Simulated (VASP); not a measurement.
A run of VASP 6.6.1 is set up as follows.

File INCAR:

```
PREC = Accurate
ENCUT = 520
EDIFF = 1E-6
ISMEAR = 0
SIGMA = 0.1
LREAL = F
LASPH = T
NELM = 60
ALGO = Normal
ISIF = 2
LWAVE = F
LCHARG = F
GGA = PE
NBANDS = 10
```

File KPOINTS:

```
regular mesh
0
Gamma
  10 10 10
```

POSCAR

```
Ir
1.0
   -0.0138245419      1.8787475997      1.8893641562
    1.9377422241     -0.0317834675      1.9073230818
    1.9317805604      1.8907448616     -0.0258218038
Ir
1
Direct
    0.0000000000      0.0000000000      0.0000000000
```

Potentials or basis: VASP PAW PBE potentials, release 64 (Ir).

Command:

```sh
$ cat potpaw_PBE.64/Ir/POTCAR > POTCAR
$ mpirun -np 1 vasp_std > vasp.out
```

Problem. What does it give for the pressure?

Solution. 11.3 GPa.

Stress tensor (GPa, compression positive):
```
 6.45  2.79  1.00
 2.79 14.74  7.04
 1.00  7.04 12.65
```
